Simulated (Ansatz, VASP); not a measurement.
# One calculation of TePt, two programs

```
Pt Te
1.0
     0.00000    3.16207    3.16207
     3.16207    0.00000    3.16207
     3.16207    3.16207    0.00000
Pt Te
1 1
Direct
  0.00000 0.00000 0.00000
  0.25000 0.25000 0.25000
```

Alike in both runs: task relaxation of cell and atoms; functional PBE; k mesh 9 × 9 × 9; occupations fermi-dirac, width 0.05 eV; no spin polarisation.

|  | VASP | Ansatz |
| --- | --- | --- |
| version | VASP 6.6.1 | Ansatz 0.2.0 |
| potentials or method | VASP PAW PBE potentials, release 64 (Pt, Te) | PAW with Ansatz's default frozen-core files, scalar-relativistic |
| plane-wave cutoff (eV) | 600 | 420 |
| valence electrons in the cell | 16 | 34 |

```tsv
	VASP	Ansatz	Ansatz less VASP
relaxed volume (Å³/atom)	27.36	27.42	+0.067
relaxed cell length with the largest relative difference (Å)	4.261	4.265	+0.0035
```

VASP's potentials hold 16 valence electrons a cell and Ansatz's 34, so a difference there can come from the potentials and not from the codes.

Neither program's run includes spin-orbit coupling.
